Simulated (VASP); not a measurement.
# H6C2O in VASP: further runs

Runs on H6C2O. Level: PBE+D3(BJ). Tasks: single point.

Program: VASP 6.6.1. These are calculated values, not measurements. Logs are shortened: lines on timing, memory, paths and dates and some standing lists are left out, and cuts for length are marked.

## (1) The cell of the first run

The cell holds a disordered packing, 36 atoms: a = 7.294 Å, b = 7.294 Å, c = 7.294 Å, α = 90.00°, β = 90.00°, γ = 90.00°.

## (2) Single point, PBE+D3(BJ)

Input file INCAR:

```
  PREC = Accurate
  ENCUT = 520
  EDIFF = 1E-6
  ISMEAR = -1
  SIGMA = 0.02
  LREAL = Auto
  LASPH = True
  NELM = 120
  ALGO = Normal
  ISIF = 2
  LWAVE = False
  LCHARG = True
  GGA = PE
  IVDW = 12
  LELF = True
  LVHAR = True
  NBANDS = 64
  GGA_COMPAT = False
```

Input file KPOINTS:

```
regular mesh
0
Gamma
  1 1 1
```

Input file POSCAR:

```
H6C2O
1.0
    7.2936330000      0.0000000000      0.0000000000
    0.0000000000      7.2936330000      0.0000000000
    0.0000000000      0.0000000000      7.2936330000
C O H
8 4 24
Direct
    0.8820021517      0.9473331055      0.0125177672
    0.9001961025      0.9426715054      0.2196573367
    0.4431536382      0.1181030085      0.8100352732
    0.3328108228      0.0583796854      0.9859832542
    0.3911356659      0.4437157724      0.4302519746
    0.4408502594      0.6128084591      0.3263805569
    0.9677207504      0.3416678629      0.6905612059
    0.9389559360      0.4529841301      0.8665091868
    0.9785109835      0.7683139527      0.2625988996
    0.4492274289      0.0074311389      1.1351270348
    0.3255716321      0.7578664844      0.3809624093
    1.0828348506      0.4324868005      0.9961428002
    1.1049226085      0.7817366188      0.3183187309
    1.0005438990      1.0547829868      0.2567581890
    0.7582503808      0.9688450187      0.2979722177
    0.8280646970      1.0787490953     -0.0428730099
    1.0123624262      0.9220507805     -0.0496186194
    0.7878378306      0.8343852782     -0.0128331107
    0.5548812231     -0.0484395088      1.0806959988
    0.2632844290      0.1705734303      1.0441984125
    0.2579098784     -0.0516752077      0.9352952088
    0.3575035925      0.1556151783      0.6909039706
    0.5545110372      0.2251689933      0.8380597159
    0.5214959404     -0.0053882612      0.7698084069
    0.3742442210      0.8589957844      0.3118062014
    0.5893633529      0.6596438291      0.3375272652
    0.3907654800      0.5982203930      0.1834750940
    0.4988734695      0.3395838535      0.4128943697
    0.3820455458      0.4932109965      0.5703604774
    0.2733754221      0.3732707692      0.3862546964
    1.0600204315      0.5283512346      1.0845623848
    0.9306610300      0.5988922119      0.8100489838
    0.8013976025      0.4285107298      0.9403818371
    0.8450932478      0.3349359640      0.6034715484
    1.0760755305      0.4136073202      0.6258060969
    1.0211234922      0.1992696918      0.7090293685
```

Potentials or basis: VASP PAW PBE potentials, release 64 (C, O, H).

On the command line:

```console
cat potpaw_PBE.64/C/POTCAR potpaw_PBE.64/O/POTCAR potpaw_PBE.64/H/POTCAR > POTCAR
mpirun -np 1 vasp_gam > vasp.out
```

OUTCAR:

```text
PREC = Accurate
   ENCUT = 520
   EDIFF = 1E-6
   ISMEAR = -1
   LREAL = Auto
   LASPH = True
   NELM = 120
   ISIF = 2
   GGA = PE
   IVDW = 12
 IVDW          = 12

 ion  position               nearest neighbor table
   1  0.882  0.947  0.013-  17 1.07  18 1.09  16 1.11   2 1.52
   2  0.900  0.943  0.220-  14 1.13  15 1.20   9 1.43   1 1.52
   3  0.443  0.118  0.810-  22 1.10  24 1.11  23 1.15   4 1.58
   4  0.333  0.058  0.986-  21 1.04  20 1.05  10 1.43   3 1.58
   5  0.391  0.444  0.430-  30 1.05  29 1.09  28 1.10   6 1.49
   6  0.441  0.613  0.326-  27 1.11  26 1.14  11 1.41   5 1.49
   7  0.968  0.342  0.691-  35 1.06  34 1.10  36 1.12   8 1.53
   8  0.939  0.453  0.867-  32 1.14  33 1.15  12 1.42   7 1.53
   9  0.979  0.768  0.263-  13 1.01   2 1.43
  10  0.449  0.007  0.135-  19 0.96   4 1.43
  11  0.326  0.758  0.381-  25 0.96   6 1.41
  12  0.083  0.432  0.996-  31 0.97   8 1.42
  13  0.105  0.782  0.318-   9 1.01
  14  0.001  0.055  0.257-   2 1.13
  15  0.758  0.969  0.298-   2 1.20
  16  0.828  0.079  0.957-   1 1.11
  17  0.012  0.922  0.950-   1 1.07
  18  0.788  0.834  0.987-   1 1.09
[... 16 lines left out ...]
  35  0.076  0.414  0.626-   7 1.06
  36  0.021  0.199  0.709-   7 1.12

  LATTYP: Found a simple cubic cell.
 ALAT       =     7.2936330000

  Lattice vectors:

 A1 = (   7.2936330000,   0.0000000000,   0.0000000000)
 A2 = (   0.0000000000,   7.2936330000,   0.0000000000)
 A3 = (   0.0000000000,   0.0000000000,   7.2936330000)

Analysis of symmetry for initial positions (statically):
=====================================================================
 Subroutine PRICEL returns:
 Original cell was already a primitive cell.

 Routine SETGRP: Setting up the symmetry group for a
 simple cubic supercell.

 Subroutine GETGRP returns: Found  1 space group operations
 (whereof  1 operations were pure point group operations)
 out of a pool of 48 trial point group operations.

The static configuration has the point symmetry C_1 .

Analysis of symmetry for dynamics (positions and initial velocities):
=====================================================================
 Subroutine PRICEL returns:
 Original cell was already a primitive cell.

 Routine SETGRP: Setting up the symmetry group for a
 simple cubic supercell.

 Subroutine GETGRP returns: Found  1 space group operations
 (whereof  1 operations were pure point group operations)
 out of a pool of 48 trial point group operations.

The dynamic configuration has the point symmetry C_1 .

 Subroutine INISYM returns: Found  1 space group operations
 (whereof  1 operations are pure point group operations),
 and found     1 'primitive' translations

----------------------------------------------------------------------------------------

                                     Primitive cell

  volume of cell :     388.0000

  direct lattice vectors                    reciprocal lattice vectors
     7.293633000  0.000000000  0.000000000     0.137105884  0.000000000  0.000000000
     0.000000000  7.293633000  0.000000000     0.000000000  0.137105884  0.000000000
     0.000000000  0.000000000  7.293633000     0.000000000  0.000000000  0.137105884

  length of vectors
     7.293633000  7.293633000  7.293633000     0.137105884  0.137105884  0.137105884

  position of ions in fractional coordinates (direct lattice)
     0.882002152  0.947333106  0.012517767
     0.900196102  0.942671505  0.219657337
     0.443153638  0.118103009  0.810035273
     0.332810823  0.058379685  0.985983254
     0.391135666  0.443715772  0.430251975
     0.440850259  0.612808459  0.326380557
[... 28 lines left out ...]
     0.076075530  0.413607320  0.625806097
     0.021123492  0.199269692  0.709029368

  ion indices of the primitive-cell ions
   primitive index   ion index
                 1           1
                 2           2
                 3           3
                 4           4
                 5           5
                 6           6
[... 28 lines left out ...]
                35          35
                36          36

----------------------------------------------------------------------------------------

 KPOINTS: regular mesh

Automatic generation of k-mesh.
 Grid dimensions read from file:
 generate k-points for:    1    1    1

 Generating k-lattice:

  Cartesian coordinates                     Fractional coordinates (reciprocal lattice)
     0.137105884  0.000000000  0.000000000     1.000000000  0.000000000  0.000000000
     0.000000000  0.137105884  0.000000000     0.000000000  1.000000000  0.000000000
     0.000000000  0.000000000  0.137105884     0.000000000  0.000000000  1.000000000

  Length of vectors
     0.137105884  0.137105884  0.137105884

  Shift w.r.t. Gamma in fractional coordinates (k-lattice)
     0.000000000  0.000000000  0.000000000

 Subroutine IBZKPT returns following result:
 ===========================================

 Found      1 irreducible k-points:

 Following reciprocal coordinates:
            Coordinates               Weight
  0.000000  0.000000  0.000000      1.000000
   k-points           NKPTS =      1   k-points in BZ     NKDIM =      1   number of bands    NBANDS=     64
   number of dos      NEDOS =    301   number of ions     NIONS =     36
   total plane-waves  NPLWV = 157464
   dimension x,y,z NGX =    54 NGY =   54 NGZ =   54
   dimension x,y,z NGXF=   108 NGYF=  108 NGZF=  108
   ions per type =               8   4  24
   NGX,Y,Z   is equivalent  to a cutoff of  12.31, 12.31, 12.31 a.u.
   NGXF,Y,Z  is equivalent  to a cutoff of  24.62, 24.62, 24.62 a.u.
 SYSTEM =  unknown system
   PREC   = accura    normal or accurate (medium, high low for compatibility)
   ISTART =      0    job   : 0-new  1-cont  2-samecut
   ICHARG =      2    charge: 1-file 2-atom 10-const
   ISPIN  =      1    spin polarized calculation?
   LNONCOLLINEAR =      F non collinear calculations
   LSORBIT =      F    spin-orbit coupling
   LASPH  =      T    aspherical Exc in radial PAW
   ENCUT  =  520.0 eV  38.22 Ry    6.18 a.u.  13.56 13.56 13.56*2*pi/ulx,y,z
   NELM   =    120;   NELMIN=  2; NELMDL= -5     # of ELM steps
   EDIFF  = 0.1E-05   stopping-criterion for ELM
   LREAL  =      T    real-space projection
   EDIFFG = 0.1E-04   stopping-criterion for IOM
   NSW    =      0    number of steps for IOM
   IBRION =     -1    ionic relax: 0-MD 1-quasi-New 2-CG
   NFREE  =      0    steps in history (QN), initial steepest desc. (CG)
   ISIF   =      2    stress and relaxation
   ISYM   =      2    0-nonsym 1-usesym 2-fastsym
   POTIM  = 0.5000    time-step for ionic-motion
   TEBEG  =    0.0;   TEEND  =   0.0 temperature during run
   PSTRESS=    0.0 pullay stress
   NELECT =      80.0000    total number of electrons
   NUPDOWN=      -1.0000    fix difference up-down
   EMIN   =  10.00;   EMAX   =-10.00  energy-range for DOS
   EFERMI =   0.00;   METHOD = LEGACY
   ISMEAR =    -1;   SIGMA  =   0.02  broadening in eV -4-tet -1-fermi 0-gaus
   EFERMI_NEDOS =   21; number of points for ismear=-14 and -15
   IALGO  =     38    algorithm
   IMIX   =      4    mixing-type and parameters
     AMIX     =   0.40;   BMIX     =  1.00
     AMIX_MAG =   1.60;   BMIX_MAG =  1.00
  volume/ion in A,a.u.               =      10.78        72.73
  Fermi-wavevector in a.u.,A,eV,Ry     =   0.967151  1.827650 12.726630  0.935381
  Thomas-Fermi vector in A             =   2.097013
   LORBIT       =      0    0 simple, 1 ext, 2 COOP (PROOUT), +10 PAW based schemes
   GGA     = PE    functional components
   LHFCALC =     F    Hartree Fock is set to
   AEXX    =    0.0000 exact exchange contribution
   IVDW    =    12    specifies the selected vdW correction
   LEPSILON=     F    determine dielectric tensor
   LRPA    =     F    only Hartree local field effects (RPA)
 non-spin polarized calculation
  energy-cutoff  :      520.00
  volume of cell :      388.00
 maximum number of plane-waves:      5198
 NGX is ok and might be reduce to    54
   NGX = 27   NGY = 27   NGZ = 27

 number of electron      80.0000009 magnetization

 Free energy of the ion-electron system (eV)
  ---------------------------------------------------
  ext. energy  EPLUGINS =         0.00000000
  ---------------------------------------------------
  free energy    TOTEN  =      -186.83109227 eV

  energy without entropy =     -186.83109227  energy(sigma->0) =     -186.83109227

 E-fermi :  -2.3174     XC(G=0):  -6.4424

 val. band max:       -2.8804634801   @ k =   0.0000   0.0000   0.0000
 cond. band min:       2.0819522181   @ k =   0.0000   0.0000   0.0000
 fundamental gap:      4.9624156983
 Fermi energy:        -2.3174436678

 k-point     1 :       0.0000    0.0000    0.0000
  band No.  band energies     occupation
      1     -23.1958      2.00000
      2     -22.8070      2.00000
      3     -22.3878      2.00000
      4     -21.8361      2.00000
      5     -15.6417      2.00000
      6     -15.4315      2.00000
[... 44 lines left out ...]
     51       5.4424      0.00000
     52       5.5610      0.00000
 [bands above 52 left out]

------------------------ aborting loop because EDIFF is reached ----------------------------------------

 Edisp (eV)   -1.33791

 E8    (eV) :    -0.2960

  FORCE on cell =-STRESS in cart. coord.  units (eV):
  Direction    XX          YY          ZZ          XY          YZ          ZX
  --------------------------------------------------------------------------------------
  -------------------------------------------------------------------------------------
  Total       0.85729     3.33888     0.59077    -1.60388     0.41684     0.95512
  in kB       3.54003    13.78733     2.43949    -6.62294     1.72127     3.94402
  external pressure =        6.59 kB  Pullay stress =        0.00 kB

 VOLUME and BASIS-vectors are now :
 -----------------------------------------------------------------------------
  energy-cutoff  :      520.00
  volume of cell :      388.00
      direct lattice vectors                 reciprocal lattice vectors
     7.293633000  0.000000000  0.000000000     0.137105884  0.000000000  0.000000000
     0.000000000  7.293633000  0.000000000     0.000000000  0.137105884  0.000000000
     0.000000000  0.000000000  7.293633000     0.000000000  0.000000000  0.137105884

 POSITION                                       TOTAL-FORCE (eV/Angst)
 -----------------------------------------------------------------------------------
      6.43300      6.90950      0.09130        -1.577235      0.751129      0.562426
      6.56570      6.87550      1.60210         0.105856      1.162604      0.732202
      3.23220      0.86140      5.90810         1.157592      0.015934      1.009935
      2.42740      0.42580      7.19140         2.511822      1.749378     -1.234578
      2.85280      3.23630      3.13810         2.199401      0.184242      0.482060
      3.21540      4.46960      2.38050        -0.190779     -0.182646     -1.855514
[... 28 lines left out ...]
      0.55487      3.01670      4.56440         0.781310      0.464768     -1.096587
      0.15407      1.45340      5.17140        -0.455739      0.410257      0.264250
 -----------------------------------------------------------------------------------
    total drift:                               -0.023292      0.000505     -0.006699

  FREE ENERGIE OF THE ION-ELECTRON SYSTEM (eV)
  ---------------------------------------------------
  free  energy   TOTEN  =      -188.1690060610 eV

  energy  without entropy=     -188.1690060610  energy(sigma->0) =     -188.16900606
```

Run time: 74 s. Hardware: 1 thread of AMD EPYC 7R13, shared host; peak memory 0.32 GiB.

Results:

* Free energy: -188.1690 eV
* Pressure: 0.7 GPa
* Largest force: 3.301 eV/Å
* Band gap on the k mesh: 4.96 eV
* Dispersion energy per atom: -0.037 eV

Forces on the atoms (eV/Å):
```
C   -1.577  0.751  0.562
C    0.106  1.163  0.732
C    1.158  0.016  1.010
C    2.512  1.749 -1.235
C    2.199  0.184  0.482
C   -0.191 -0.183 -1.856
C    0.008 -1.054  1.144
C   -1.804  0.759 -0.404
O    0.141 -0.263  0.615
O    0.150 -0.158  0.210
O   -0.771  0.720  1.881
O    0.212 -0.251 -0.572
H   -0.564 -0.241 -0.176
H   -0.709 -0.419  0.273
H    1.985 -0.417 -0.965
H    0.027 -0.440  0.264
H    0.539 -0.305 -0.356
H   -0.206 -0.288 -0.820
H    0.875 -0.442 -0.136
H   -1.518  0.981  0.044
H   -1.578 -1.669 -0.115
H    0.043  0.077  0.497
H   -1.227 -0.564 -0.162
H   -0.075  0.055 -0.223
H    0.088  1.327 -0.612
H   -0.831 -0.679 -0.111
H    1.258 -0.574 -0.420
H    0.216  0.145  0.329
H   -0.122 -0.543  0.695
H   -1.679 -0.228 -0.479
H   -0.006  0.506  0.633
H    0.061 -0.743  0.735
H    0.901 -0.054 -0.725
H    0.053  0.209  0.093
H    0.781  0.465 -1.097
H   -0.456  0.410  0.264
```

Caveat: the k points lie up to 0.86 Å⁻¹ apart; the atoms stand as in a frame of molecular dynamics.

## (3) Single point, PBE+D3(BJ)

Input file INCAR:

```
SYSTEM = H6C2O
ALGO = Normal
EDIFF = 1E-6
ENCUT = 520
GGA = PE
GGA_COMPAT = .False.
ISIF = 2
ISMEAR = -1
IVDW = 12
LASPH = .True.
LCHARG = .True.
LELF = .True.
LREAL = Auto
LVHAR = .True.
LWAVE = .False.
NBANDS = 64
NELM = 120
PREC = Accurate
SIGMA = 0.02
```

Input file KPOINTS:

```
k-points
0
Gamma
  1 1 1
  0 0 0
```

Input file POSCAR:

```
H6C2O
1.0
    7.2936330000      0.0000000000      0.0000000000
    0.0000000000      7.2936330000      0.0000000000
    0.0000000000      0.0000000000      7.2936330000
C O H
8 4 24
Direct
    0.8503032714      0.9417254748      0.0824417680
    0.9515559667      0.9449337525      0.2579921419
    0.3803865646     -0.0257347744      0.8074576826
    0.3064864931      0.0289841839      0.9911110142
    0.4161437791      0.4493782454      0.4369701629
    0.5012042695      0.6281917393      0.3926164094
    0.9447692254      0.3678139550      0.6620431820
    0.9270414346      0.5251977992      0.8084859767
    1.0045062591      0.7583326444      0.2926113776
    0.4393969370      0.0074448495      1.1261328888
    0.3579011996      0.7615683432      0.3801534846
    1.0301724806      0.4834764787      0.9624010421
    1.1334132112      0.7540686514      0.3313026581
    1.0774603000      1.0265391746      0.2492173653
    0.8565552997      1.0079201956      0.3842255293
    0.8227175675      1.0770215611      0.0284220498
    0.9534754491      0.8848950859     -0.0107765225
    0.7258659710      0.8522913067      0.1078611989
    0.5563619667      0.0694715514      1.0951606696
    0.2762272245      0.1812402681      0.9655818986
    0.1685031314     -0.0282301015      1.0360543230
    0.2697558268     -0.0118322378      0.7067259896
    0.4943626859      0.0571183113      0.7683962163
    0.4277977792     -0.1723695174      0.8054422261
    0.3848013740      0.8592974174      0.2754457209
    0.6111357673      0.6766723799      0.4812827846
    0.5470387666      0.6209251274      0.2359592264
    0.4962821683      0.3230763050      0.4333779887
    0.3557897690      0.4698070221      0.5765028210
    0.3008103095      0.4260976663      0.3398169335
    0.9995704473      0.5811095787      1.0555096479
    0.9491566137      0.6594930126      0.7585931456
    0.7803518493      0.5050432343      0.8588312573
    0.8564867467      0.3870910423      0.5374687758
    1.0852067824      0.3544461313      0.6055144261
    0.8967273237      0.2405385629      0.7284024299
```

Potentials or basis: VASP PAW PBE potentials, release 64 (C, O, H).

On the command line:

```console
cat potpaw_PBE.64/C/POTCAR potpaw_PBE.64/O/POTCAR potpaw_PBE.64/H/POTCAR > POTCAR
mpirun -np 1 vasp_gam > vasp.out
```

It took 78 s on 1 thread of AMD EPYC 7R13, shared host; peak memory 0.32 GiB.

Results (log left out):

```
Free energy                : -187.9475 eV
Pressure                   : -0.6 GPa
Largest force              : 4.237 eV/Å
Band gap on the k mesh     : 4.51 eV
Dispersion energy per atom : -0.037 eV
```

Forces in eV/Å, atoms in the order of the input:
```
C   -0.546 -0.623  0.116
C   -0.730  0.514  3.021
C   -1.065 -2.314 -0.185
C   -1.193  2.422 -1.619
C   -1.497 -0.401  0.968
C    0.423  0.442 -4.192
C    0.006  0.715 -0.209
C   -2.650 -2.943 -0.562
O   -0.998  0.019 -0.111
O    0.761 -0.017  1.536
O   -0.438  1.958 -0.745
O    1.192  0.793  1.807
H    0.615 -0.175  0.412
H   -0.171  0.440  0.305
H    1.552 -1.021 -1.871
H   -0.480  0.608 -0.069
H   -0.565 -0.460 -0.644
H    0.855  0.535 -0.874
H   -0.692 -0.430  0.098
H   -0.072 -0.788  0.764
H    1.684 -0.095 -0.472
H    0.168 -0.008 -0.286
H    0.784  0.765 -0.307
H   -0.279  0.560 -0.049
H    0.315 -1.439  1.728
H    0.339 -0.065  0.172
H    0.414 -0.125  2.033
H    0.552  0.201  0.121
H    0.068 -0.558 -0.358
H    0.230  0.099  0.318
H    0.542 -0.906 -0.372
H    0.249  1.316 -0.783
H    0.304  0.847 -0.761
H    0.201  0.265  0.738
H   -0.246 -0.147  0.453
H    0.366  0.015 -0.120
```

Stress tensor (GPa, compression positive):
```
-0.01 -0.29  2.13
-0.29 -1.05 -0.81
 2.13 -0.81 -0.67
```

Levels at points of the mesh, in eV from the valence-band top:
```csv
k point,band 36,band 37,band 38,band 39,band 40,band 41,band 42,band 43,band 44,band 45
"(0.00, 0.00, 0.00)",-1.19,-0.85,-0.52,-0.23,0.00,4.51,5.95,6.11,6.49,6.57
```

Caveat: the k points lie up to 0.86 Å⁻¹ apart; the atoms stand as in a frame of molecular dynamics.

(Part 1 of 2 ends here.)
